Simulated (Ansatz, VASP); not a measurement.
# SnSe: VASP beside Ansatz

```
CELL_PARAMETERS angstrom
4.06420 0.00000 0.00000
0.00000 4.06420 0.00000
0.00000 0.00000 11.30901
ATOMIC_POSITIONS crystal
Sn 0.50000 0.00000 0.37816
Sn 0.00000 0.50000 0.62184
Se 0.50000 0.00000 0.62178
Se 0.00000 0.50000 0.37822
```

Change from the starting cell: strain -0.030 along x and y, +0.030 along z, atoms carried along.

Alike in both runs: task single point; functional LDA; k mesh 6 × 6 × 4; occupations gaussian, width 0.05 eV; no spin polarisation.

```csv
,VASP,Ansatz
version,VASP 6.6.1,Ansatz 0.2.0
potentials or method,"VASP PAW LDA potentials, release 64 (Sn_d, Se), cutoff 520 eV","scalar-relativistic, plane waves, PAW"
valence electrons in the cell,40,60
```

VASP gave:

```
gap on the k mesh at the Fermi level (eV) : 1.09
least direct gap on the mesh (eV)         : 1.35
rms of the force components (eV/Å)        : 0.105
```

Task: What did Ansatz give for the same quantities?

Result: gap on the k mesh at the Fermi level (eV): 1.10; least direct gap on the mesh (eV): 1.37; rms of the force components (eV/Å): 0.116.

LDA's correlation is that of Perdew and Zunger in VASP and of Perdew and Wang (1992) in Ansatz. Atom by atom the forces differ by 0.011 eV/Å (rms over components). VASP's potentials hold 40 valence electrons a cell and Ansatz's 60, so a difference there can come from the potentials and not from the codes.
